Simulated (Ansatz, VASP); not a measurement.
**InSe in VASP and in Ansatz**

File INCAR:

```
ALGO = Normal ; EDIFF = 1E-8
ENCUT = 520 ; GGA = PE
ISIF = 2 ; ISMEAR = -1
LASPH = T ; LCHARG = F
LEFG = T ; LREAL = F
LWAVE = F ; NBANDS = 27
NELM = 80 ; PREC = Accurate
SIGMA = 0.01
```

Contents of KPOINTS:

```
k-points
0
Gamma
  7 7 7
```

POSCAR

```
InSe
1.0
    1.9999996503      1.1547003365      8.4830034000
   -1.9999996503      1.1547003365      8.4830034000
    0.0000000000     -2.3094006730      8.4830034000
In Se
2 2
Direct
    0.0000000000      0.0000000000      0.0000000000
    0.1122000000      0.1122000000      0.1122000000
    0.6155000000      0.6155000000      0.6155000000
    0.8300000000      0.8300000000      0.8300000000
```

Input for Ansatz:

```yaml
crystal:
  lattice:
    - [1.9999996503, 1.1547003365, 8.4830034]
    - [-1.9999996503, 1.1547003365, 8.4830034]
    - [0.0, -2.309400673, 8.4830034]
  atoms:
    - { symbol: In, position: [0.0, 0.0, 0.0] }
    - { symbol: In, position: [0.1122, 0.1122, 0.1122] }
    - { symbol: Se, position: [0.6155, 0.6155, 0.6155] }
    - { symbol: Se, position: [0.83, 0.83, 0.83] }
kpoints:
  mp_grid: { grid: [7, 7, 7] }
scf:
  occupations: { method: fermi_dirac, width: 0.01 }
hamiltonian:
  xc: pbe
  pseudopotentials: { kind: all_electron, datasets: crystal }
output:
  forces: true
  stress: true
  eigenvalues: true
  efg: { contact_densities: true }
```

Change from the starting cell: zz strain of +2 %, crystal datasets.

Alike in both runs: task electric field gradients; functional PBE; k mesh 7 × 7 × 7; occupations fermi-dirac, width 0.01 eV; no spin polarisation.

|  | VASP | Ansatz |
| --- | --- | --- |
| version | VASP 6.6.1 | Ansatz 0.2.0 |
| potentials or method | VASP PAW PBE potentials, release 64 (In_d, Se), cutoff 520 eV | all-electron PAW with datasets made for the crystal, scalar-relativistic |

```csv
,VASP,Ansatz,Ansatz less VASP
gap on the k mesh at the Fermi level (eV),0.76,0.77,+0.013
pressure (GPa),1.9,1.9,-0.03
"traceless stress, the component that is largest in VASP (GPa)",-1.25,-1.25,+0.001
rms of the force components (eV/Å),0.127,0.121,-0.0058
size of Vzz on the site where it differs most (V/Å²),95.9,99.4,+3.49
```

Atom by atom the forces differ by 0.008 eV/Å (rms over components). Ansatz ran all-electron here, and VASP with PAW potentials.
